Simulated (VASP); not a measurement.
# Te (P3_121) in VASP: notebook

Runs on Te. Level: PBE. Tasks: relaxation of cell and atoms.

All numbers are computed with VASP 6.6.1; they aren't measurements. Logs are shortened: lines on timing, memory, paths and dates and some standing lists are left out, and cuts for length are marked.

### Step 1. The cell of the first run

Symmetry: P3_121, No. 152, trigonal system. Conventional cell: a = 4.454 Å, b = 4.454 Å, c = 5.924 Å, α = 90.00°, β = 90.00°, γ = 120.00°. Within 3.8 Å of Te (site symmetry 2) lie 6 Te at 2.86 to 3.47 Å.

### Step 2. Relaxation of cell and atoms, PBE, target pressure 10 GPa, at which the enthalpy is minimised

Contents of INCAR:

```
ALGO = Normal
EDIFF = 1E-6
EDIFFG = -0.005
ENCUT = 600
GGA = PE
IBRION = 2
ISIF = 3
ISMEAR = 0
LASPH = T
LCHARG = F
LREAL = F
LWAVE = F
NELM = 100
NSW = 80
PREC = Accurate
PSTRESS = 100.0
SIGMA = 0.1
```

Contents of KPOINTS:

```
k-points
0
Gamma
  7 7 5
```

Contents of POSCAR:

```
Te
1.0
    4.4540000000      0.0000000000      0.0000000000
   -2.2270000000      3.8572770000      0.0000000000
    0.0000000000      0.0000000000      5.9240000000
Te
3
Direct
    0.2690000000      0.0000000000      0.3333333333
    0.0000000000      0.2690000000      0.6666666667
    0.7310000000      0.7310000000      0.0000000000
```

Potentials or basis: VASP PAW PBE potentials, release 64 (Te).

Launch:

```sh
cat potpaw_PBE.64/Te/POTCAR > POTCAR
mpirun -np 1 vasp_std > vasp.out
```

OUTCAR:

```text
EDIFF = 1E-6
   EDIFFG = -0.005
   ENCUT = 600
   GGA = PE
   IBRION = 2
   ISIF = 3
   ISMEAR = 0
   LASPH = T
   LREAL = F
   NELM = 100
   NSW = 80
   PREC = Accurate
   PSTRESS = 100.0

 ion  position               nearest neighbor table
   1  0.269  0.000  0.333-   3 2.86   2 2.86   3 3.47   2 3.47   3 3.47   2 3.47
   2  0.000  0.269  0.667-   3 2.86   1 2.86   1 3.47   3 3.47   3 3.47   1 3.47
   3  0.731  0.731  0.000-   2 2.86   1 2.86   1 3.47   2 3.47   2 3.47   1 3.47

  LATTYP: Found a hexagonal cell.
 ALAT       =     4.4540000000
 C/A-ratio  =     1.3300404131

  Lattice vectors:

 A1 = (   4.4540000000,   0.0000000000,   0.0000000000)
 A2 = (  -2.2270000000,   3.8572770000,   0.0000000000)
 A3 = (   0.0000000000,   0.0000000000,   5.9240000000)

Analysis of symmetry for initial positions (statically):
=====================================================================
 Subroutine PRICEL returns:
 Original cell was already a primitive cell.

 Routine SETGRP: Setting up the symmetry group for a
 hexagonal supercell.

 Subroutine GETGRP returns: Found  6 space group operations
 (whereof  2 operations were pure point group operations)
 out of a pool of 24 trial point group operations.

The static configuration has the point symmetry C_2 .
 The point group associated with its full space group is D_3 .

Analysis of symmetry for dynamics (positions and initial velocities):
=====================================================================
 Subroutine PRICEL returns:
 Original cell was already a primitive cell.

 Routine SETGRP: Setting up the symmetry group for a
 hexagonal supercell.

 Subroutine GETGRP returns: Found  6 space group operations
 (whereof  2 operations were pure point group operations)
 out of a pool of 24 trial point group operations.

The dynamic configuration has the point symmetry C_2 .
 The point group associated with its full space group is D_3 .

 Subroutine INISYM returns: Found  6 space group operations
 (whereof  2 operations are pure point group operations),
 and found     1 'primitive' translations

----------------------------------------------------------------------------------------

                                     Primitive cell

  volume of cell :     101.7762

  direct lattice vectors                    reciprocal lattice vectors
     4.454000000  0.000000000  0.000000000     0.224517288  0.129625122  0.000000000
    -2.227000000  3.857277000  0.000000000     0.000000000  0.259250243  0.000000000
[... 85 lines left out ...]
   ENCUT  =  600.0 eV  44.10 Ry    6.64 a.u.   8.90  8.90 11.83*2*pi/ulx,y,z
   NELM   =    100;   NELMIN=  2; NELMDL= -5     # of ELM steps
   EDIFF  = 0.1E-05   stopping-criterion for ELM
   LREAL  =      F    real-space projection
   EDIFFG = -.5E-02   stopping-criterion for IOM
   NSW    =     80    number of steps for IOM
   IBRION =      2    ionic relax: 0-MD 1-quasi-New 2-CG
   NFREE  =      1    steps in history (QN), initial steepest desc. (CG)
   ISIF   =      3    stress and relaxation
   ISYM   =      2    0-nonsym 1-usesym 2-fastsym
   POTIM  = 0.5000    time-step for ionic-motion
   TEBEG  =    0.0;   TEEND  =   0.0 temperature during run
   PSTRESS=  100.0 pullay stress
   NELECT =      18.0000    total number of electrons
   NUPDOWN=      -1.0000    fix difference up-down
   EMIN   =  10.00;   EMAX   =-10.00  energy-range for DOS
   EFERMI =   0.00;   METHOD = LEGACY
   ISMEAR =     0;   SIGMA  =   0.10  broadening in eV -4-tet -1-fermi 0-gaus
   EFERMI_NEDOS =   21; number of points for ismear=-14 and -15
   IALGO  =     38    algorithm
   IMIX   =      4    mixing-type and parameters
     AMIX     =   0.40;   BMIX     =  1.00
     AMIX_MAG =   1.60;   BMIX_MAG =  1.00
  volume/ion in A,a.u.               =      33.93       228.94
  Fermi-wavevector in a.u.,A,eV,Ry     =   0.918933  1.736531 11.489263  0.844437
  Thomas-Fermi vector in A             =   2.044070
   LORBIT       =      0    0 simple, 1 ext, 2 COOP (PROOUT), +10 PAW based schemes
   GGA     = PE    functional components
   LHFCALC =     F    Hartree Fock is set to
   AEXX    =    0.0000 exact exchange contribution
   IVDW    =     0    specifies the selected vdW correction
   LEPSILON=     F    determine dielectric tensor
   LRPA    =     F    only Hartree local field effects (RPA)
 conjugate gradient relaxation of ions
 non-spin polarized calculation
 Gauss-broadening in eV      SIGMA  =   0.10
  energy-cutoff  :      600.00
  volume of cell :      101.78
 maximum number of plane-waves:      3412
   NGX = 17   NGY = 17   NGZ = 23

--------------------------------------- Ionic step        1  -------------------------------------------

 number of electron      17.9999999 magnetization

 Free energy of the ion-electron system (eV)
  ---------------------------------------------------
  ext. energy  EPLUGINS =         0.00000000
  ---------------------------------------------------
  free energy    TOTEN  =        -9.41711493 eV

  energy without entropy =       -9.41711481  energy(sigma->0) =       -9.41711487

------------------------ aborting loop because EDIFF is reached ----------------------------------------

  FORCE on cell =-STRESS in cart. coord.  units (eV):
  Direction    XX          YY          ZZ          XY          YZ          ZX
  --------------------------------------------------------------------------------------
  -------------------------------------------------------------------------------------
  Total        0.8335381      0.8335380      1.1019741      0.0000000      0.0000000      0.0000000
  in kB       13.1216953     13.1216943     17.3474590      0.0000000      0.0000000      0.0000000
  external PRESSURE =     -85.4697171 kB  Pullay stress =     100.0000000 kB
[... 875 lines left out ...]
      2      -4.1286      2.00000
      3      -1.1151      2.00000
      4       3.4951      2.00000
      5       4.5025      2.00000
      6       5.2553      2.00000
      7       5.5440      2.00000
      8       5.7004      2.00000
      9       6.0267      2.00000
     10      10.6774      0.00000
     11      11.3694      0.00000
     12      11.4743      0.00000
     13      12.4075      0.00000

 [... further k-points ...]

[... ionic steps 4 to 36 ...]

--------------------------------------- Ionic step       37  -------------------------------------------

 number of electron      17.9999998 magnetization

------------------------ aborting loop because EDIFF is reached ----------------------------------------
[... 73 lines left out ...]
--------------------------------------- Ionic step       39  -------------------------------------------

 number of electron      17.9999998 magnetization

 Free energy of the ion-electron system (eV)
  ---------------------------------------------------
  ext. energy  EPLUGINS =         0.00000000
  ---------------------------------------------------
  free energy    TOTEN  =        -8.83938852 eV

  energy without entropy =       -8.83382685  energy(sigma->0) =       -8.83660768

 E-fermi :   8.6657     XC(G=0): -10.1151

 val. band max:        8.5639845174   @ k =   0.1429   0.1429   0.4000
 cond. band min:       8.6850628312   @ k =   0.0000   0.1429   0.2000
 fundamental gap:      0.1210783138
 Fermi energy:         8.6657452073
[... 418 lines left out ...]
  energy  without entropy=       -8.8338268467  energy(sigma->0) =       -8.83660768

  enthalpy is  TOTEN    =        -3.7067161023 eV   P V=        5.1326724195

 reached required accuracy - stopping structural energy minimisation
```

OSZICAR:

```text
N       E                     dE             d eps       ncg     rms          rms(c)
DAV:   1     0.867215480004E+02    0.86722E+02   -0.72543E+03   832   0.125E+03
DAV:   2    -0.310862346566E+01   -0.89830E+02   -0.86525E+02  1103   0.162E+02
DAV:   3    -0.931245121778E+01   -0.62038E+01   -0.61470E+01  1012   0.482E+01
DAV:   4    -0.943129600871E+01   -0.11884E+00   -0.11866E+00   961   0.803E+00
[... 274 lines left out ...]
  38 F= -.37067082E+01 E0= -.37039591E+01  d E =-.696029E-05
       N       E                     dE             d eps       ncg     rms          rms(c)
DAV:   1    -0.883938911823E+01    0.68850E-03   -0.67824E-04   862   0.151E-01    0.172E-02
DAV:   2    -0.883938946426E+01   -0.34603E-06   -0.26876E-05   927   0.339E-02    0.647E-03
DAV:   3    -0.883938852174E+01    0.94253E-06   -0.12544E-06   536   0.728E-03
  39 F= -.37067161E+01 E0= -.37039353E+01  d E =-.148563E-04
```

CONTCAR:

```text
Te
   1.00000000000000
     3.9163145256294092   -0.0000000000000024   -0.0000000000000005
    -1.9581572628147061    3.3916038761458571   -0.0000000000000006
    -0.0000000000000005   -0.0000000000000016    6.1911516691538875
  Te
     3
Direct
     0.3204019517357544    0.0000000000000000    0.3333333332999970
     0.0000000014206671    0.3204019545770889    0.6666666667000030
     0.6795980468435786    0.6795980454229112    0.0000000000000000

  0.00000000E+00  0.00000000E+00  0.00000000E+00
  0.00000000E+00  0.00000000E+00  0.00000000E+00
  0.00000000E+00  0.00000000E+00  0.00000000E+00
```

Run time: 5.7 min. Hardware: 1 thread of AMD EPYC 9R45 (Zen 5), shared host; peak memory 0.24 GiB.

Results:

| Property | Result |
| --- | --- |
| Free energy | -8.8394 eV |
| Relaxed volume | 27.41 Å³/atom |
| Relaxed cell | a = 3.916 Å, b = 3.916 Å, c = 6.191 Å, α = 90.00°, β = 90.00°, γ = 120.00° |
| Space group after relaxing (to 0.1 Å) | P3_121 (No. 152) |
| Energy change on relaxing (the run minimises the enthalpy) | +192.6 meV/atom |
| Ionic steps | 39 |
| Pressure after relaxing | 10.0 GPa |
| Band gap on the k mesh | zero (bands 9 and 10 overlap by 0.88 eV) |

The path:
```csv
step,energy change (eV),largest force (eV/Å),pressure (GPa),volume (Å³)
1,0.0000,0.1600,1.45,101.78
2,1.7100,2.0919,27.03,77.38
3,0.3808,0.9090,9.85,89.83
4,0.3995,0.9323,10.14,89.52
5,0.4059,0.6204,10.35,87.23
6,0.5934,0.1752,12.26,82.45
7,0.2914,0.0490,5.94,87.87
8,0.4618,0.0773,9.84,84.32
9,0.4641,0.0791,9.86,84.28
10,0.4664,0.0807,9.93,84.24
11,0.4704,0.0662,9.95,84.16
12,0.4838,0.0279,10.05,83.92
13,0.5154,0.0261,10.34,83.43
14,0.4935,0.0069,10.15,83.76
15,0.4660,0.0125,9.47,84.20
16,0.4812,0.0023,9.85,83.95
17,0.4924,0.0036,9.86,83.76
18,0.5258,0.0180,9.94,83.16
19,0.5987,0.0105,10.23,81.90
20,0.5824,0.0115,10.15,82.16
21,0.5883,0.0103,10.16,82.07
22,0.5610,0.0029,9.24,82.54
23,0.5843,0.0085,10.05,82.13
24,0.5732,0.0057,9.93,82.31
25,0.5760,0.0063,9.95,82.26
26,0.5799,0.0059,10.10,82.20
27,0.5774,0.0061,10.01,82.24
28,0.5773,0.0061,10.01,82.24
29,0.5764,0.0052,10.00,82.26
30,0.5739,0.0024,9.95,82.30
31,0.5742,0.0023,9.95,82.29
32,0.5750,0.0019,9.96,82.28
33,0.5765,0.0011,9.98,82.25
34,0.5768,0.0010,10.00,82.25
35,0.5766,0.0011,10.00,82.25
36,0.5766,0.0012,10.00,82.25
37,0.5767,0.0011,10.00,82.25
38,0.5770,0.0009,9.99,82.25
39,0.5777,0.0005,9.99,82.23
```

Final structure:
```
Te
1.0
     3.91631    0.00000    0.00000
    -1.95816    3.39160    0.00000
     0.00000    0.00000    6.19115
Te
3
Direct
  0.32040 0.00000 0.33333
  0.00000 0.32040 0.66667
  0.67960 0.67960 0.00000
```

Levels at points of the mesh, in eV from the Fermi level:
```tsv
k point	band 5	band 6	band 7	band 8	band 9	band 10	band 11	band 12	band 13
(0.00, 0.00, 0.00)	-1.83	-1.82	-1.54	-1.54	-1.32	1.53	1.53	2.74	4.48
```

Caveat: the cell is relaxed towards a set pressure, so the run minimises the enthalpy, not the energy; the volume moved by over 15 % at a fixed basis, so the end points are rough; spin-orbit coupling is left out, which moves the levels of the heavy elements.

### Step 3. Relaxation of cell and atoms, PBE, target pressure 20 GPa, at which the enthalpy is minimised

Contents of INCAR:

```
SYSTEM = Te
ALGO = Normal
EDIFF = 1E-6
EDIFFG = -0.005
ENCUT = 600
GGA = PE
IBRION = 2
ISIF = 3
ISMEAR = 0
LASPH = .True.
LCHARG = .False.
LREAL = .False.
LWAVE = .False.
NELM = 100
NSW = 80
PREC = Accurate
PSTRESS = 200.0
SIGMA = 0.1
```

Contents of KPOINTS:

```
k-points
0
Gamma
  7 7 5
  0 0 0
```

POSCAR is that of step 2.

Potentials or basis: VASP PAW PBE potentials, release 64 (Te).

Launch:

```sh
cat potpaw_PBE.64/Te/POTCAR > POTCAR
mpirun -np 1 vasp_std > vasp.out
```

Wall time 4.8 min (1 thread of AMD EPYC 9R45 (Zen 5), shared host); peak memory 0.23 GiB.

Results (log left out):

```yaml
Free_energy: -7.9427 eV
Relaxed_volume: 23.84 Å³/atom
Relaxed_cell: a = 3.539 Å, b = 3.539 Å, c = 6.594 Å, α = 90.00°, β = 90.00°, γ = 120.00°
Space_group_after_relaxing_to_0.1_Å: R-3m (No. 166)
Energy_change_on_relaxing_the_run_minimises_the_enthalpy: +491.5 meV/atom
Ionic_steps: 30
Pressure_after_relaxing: 20.0 GPa
Band_gap_on_the_k_mesh: zero (bands 9 and 10 overlap by 3.39 eV)
```

The path:
| step | energy change (eV) | largest force (eV/Å) | pressure (GPa) | volume (Å³) |
| --- | --- | --- | --- | --- |
| 1 | 0.0000 | 0.1600 | 1.45 | 101.78 |
| 2 | 11.0684 | 7.5277 | 125.32 | 54.20 |
| 3 | 0.8593 | 1.4522 | 16.58 | 84.03 |
| 4 | 1.0480 | 1.6260 | 18.99 | 82.32 |
| 5 | 1.1454 | 1.7113 | 20.20 | 81.51 |
| 6 | 1.1712 | 0.8737 | 21.11 | 77.99 |
| 7 | 1.5061 | 0.3359 | 24.61 | 73.79 |
| 8 | 1.7041 | 0.2028 | 26.77 | 72.01 |
| 9 | 0.6533 | 0.0074 | 9.15 | 80.88 |
| 10 | 1.0948 | 0.0706 | 17.62 | 75.96 |
| 11 | 1.0900 | 0.0356 | 16.38 | 75.27 |
| 12 | 1.1020 | 0.0192 | 16.13 | 75.06 |
| 13 | 1.1310 | 0.0169 | 15.77 | 74.62 |
| 14 | 1.6923 | 0.0701 | 23.21 | 69.91 |
| 15 | 1.4614 | 0.0474 | 20.19 | 71.64 |
| 16 | 1.4687 | 0.0481 | 20.28 | 71.58 |
| 17 | 1.4738 | 0.0457 | 20.17 | 71.53 |
| 18 | 1.4828 | 0.0421 | 20.05 | 71.45 |
| 19 | 1.4804 | 0.0430 | 20.08 | 71.47 |
| 20 | 1.4807 | 0.0429 | 20.07 | 71.47 |
| 21 | 1.4710 | 0.0367 | 19.94 | 71.55 |
| 22 | 1.4555 | 0.0269 | 19.73 | 71.67 |
| 23 | 1.4573 | 0.0241 | 19.75 | 71.65 |
| 24 | 1.4626 | 0.0157 | 19.86 | 71.61 |
| 25 | 1.4736 | 0.0013 | 20.07 | 71.52 |
| 26 | 1.4693 | 0.0053 | 19.99 | 71.56 |
| 27 | 1.4701 | 0.0045 | 19.97 | 71.55 |
| 28 | 1.4726 | 0.0021 | 19.99 | 71.53 |
| 29 | 1.4776 | 0.0028 | 20.01 | 71.49 |
| 30 | 1.4744 | 0.0002 | 20.01 | 71.51 |

Final structure:
```
Te
1.0
     3.53891    0.00000    0.00000
    -1.76945    3.06478    0.00000
     0.00000    0.00000    6.59365
Te
3
Direct
  0.33335 0.00000 0.33333
  0.00000 0.33335 0.66667
  0.66665 0.66665 0.00000
```

Levels at points of the mesh, in eV from the Fermi level:
```tsv
k point	band 5	band 6	band 7	band 8	band 9	band 10	band 11	band 12	band 13
(0.00, 0.00, 0.00)	-2.26	-0.33	-0.33	-0.33	-0.33	2.39	2.39	4.21	4.59
```

Caveat: the cell is relaxed towards a set pressure, so the run minimises the enthalpy, not the energy; the volume moved by over 15 % at a fixed basis, so the end points are rough; spin-orbit coupling is left out, which moves the levels of the heavy elements.

The gap in the log of VASP goes by the Fermi energy; the results here count the filled bands.